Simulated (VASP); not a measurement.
Set up this calculation in VASP 6.6.1, as the native input.

| Item | Value |
| --- | --- |
| Task | single point |
| Functional | r2SCAN |
| Potentials or basis | VASP PAW PBE potentials, release 64 (Zn, S) |
| Cutoff | 520 eV |
| k mesh | 8 × 8 × 8 |
| Occupations | gaussian, width 0.05 eV |
| Spin | no spin polarisation |
| Dipole correction | no |
| Further INCAR settings | ALGO = Normal; EDIFF = 1e-06; NBANDS = 16 |

The system is ZnS.

```
Zn S
1.0
     0.00000    2.69451    2.69451
     2.69451    0.00000    2.69451
     2.69451    2.69451    0.00000
Zn S
1 1
Direct
  0.99318 0.00682 0.99318
  0.76392 0.73608 0.76392
```

This cell differs from its parent crystal: atoms displaced along a vibrational mode.

One way to write it, as run:

POSCAR

```
ZnS
1.0
    0.0000000000      2.6945131952      2.6945131952
    2.6945131952      0.0000000000      2.6945131952
    2.6945131952      2.6945131952      0.0000000000
Zn S
1 1
Direct
   -0.0068244798      0.0068244798     -0.0068244798
    0.7639171707      0.7360828293      0.7639171707
```

INCAR.step1

```
ALGO = Normal
EDIFF = 1E-4
ENCUT = 520
GGA = PE
ISMEAR = 0
LASPH = T
LCHARG = F
LREAL = F
LWAVE = T
NBANDS = 16
NELM = 100
PREC = Accurate
SIGMA = 0.05
```

INCAR.step2

```
ALGO = Normal
EDIFF = 1E-6
ENCUT = 520
ISIF = 2
ISMEAR = 0
ISTART = 1
LASPH = T
LCHARG = F
LMIXTAU = T
LREAL = F
LWAVE = F
METAGGA = R2SCAN
NBANDS = 16
NELM = 100
PREC = Accurate
SIGMA = 0.05
```

KPOINTS

```
k-points
0
Gamma
  8 8 8
```

Potentials or basis: VASP PAW PBE potentials, release 64 (Zn, S).

Run with:

```console
$ cat potpaw_PBE.64/Zn/POTCAR potpaw_PBE.64/S/POTCAR > POTCAR
$ cp INCAR.step1 INCAR
$ mpirun -np 1 vasp_std > vasp.out
$ cp INCAR.step2 INCAR
$ mpirun -np 1 vasp_std > vasp.out
```

It gave:

The pressure is 0.4 GPa. The largest force is 0.658 eV/Å. The band gap on the k mesh is 2.65 eV.

Caveat: the cell differs from its parent crystal (atoms displaced along a vibrational mode); the PAW data sets were made with another functional, which shifts forces and pressure a little.

It took 4.9 min on 1 thread of Intel Xeon 8259CL (shared host), peak memory 0.2 GiB.
